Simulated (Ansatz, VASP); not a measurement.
# Ga in VASP and in Ansatz

```
Ga
1.0
     2.31080   -3.87292    0.00000
     2.31080    3.87292    0.00000
     0.00000    0.00000    4.54631
Ga
4
Direct
  0.84421 0.15579 0.08394
  0.65579 0.34421 0.58394
  0.15579 0.84421 0.91606
  0.34421 0.65579 0.41606
```

Alike in both runs: task single point; functional PBE; k mesh 8 × 8 × 7; occupations gaussian, width 0.01 eV; no spin polarisation.

|  | VASP | Ansatz |
| --- | --- | --- |
| version | VASP 6.6.1 | Ansatz 0.2.0 |
| potentials or method | VASP PAW PBE potentials, release 64 (Ga_d), cutoff 520 eV | plane waves (420 eV) with PAW, scalar-relativistic |
| valence electrons in the cell | 52 | 52 |

```tsv
	VASP	Ansatz	Ansatz less VASP
pressure (GPa)	0.2	0.0	-0.16
traceless stress, the component that is largest in VASP (GPa)	0.09	0.10	+0.004
```

With one functional, cell and mesh, what is left measures potentials, basis and numerics.
